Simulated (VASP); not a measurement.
Here is a VASP 6.6.1 calculation.

The input INCAR:

```
PREC = Accurate ; ENCUT = 520
EDIFF = 1E-6 ; ISMEAR = -1
SIGMA = 0.08 ; LREAL = False
LASPH = True ; NELM = 80
ALGO = Normal ; ISIF = 2
LWAVE = False ; LCHARG = False
GGA = PE ; NBANDS = 13
```

File KPOINTS:

```
regular mesh
0
Gamma
  14 14 14
```

File POSCAR:

```
W
1.0
   -1.6078784540      1.6078784540      1.6078784540
    1.6078784540     -1.6078784540      1.6078784540
    1.6078784540      1.6078784540     -1.6078784540
W
1
Direct
    0.0000000000      0.0000000000      0.0000000000
```

Potentials or basis: VASP PAW PBE potentials, release 64 (W_sv).

Command:

```bash
$ cat potpaw_PBE.64/W_sv/POTCAR > POTCAR
$ mpirun -np 1 vasp_std > vasp.out
```

(1) Estimate the band gap on the k mesh.

(2) Predict the pressure.

Answers

(1) zero (band 7 reaches 15.58 eV, above the bottom of band 8 at 9.61 eV).

(2) -7.9 GPa.

Caveat: spin-orbit coupling is left out, which moves the levels of the heavy elements.
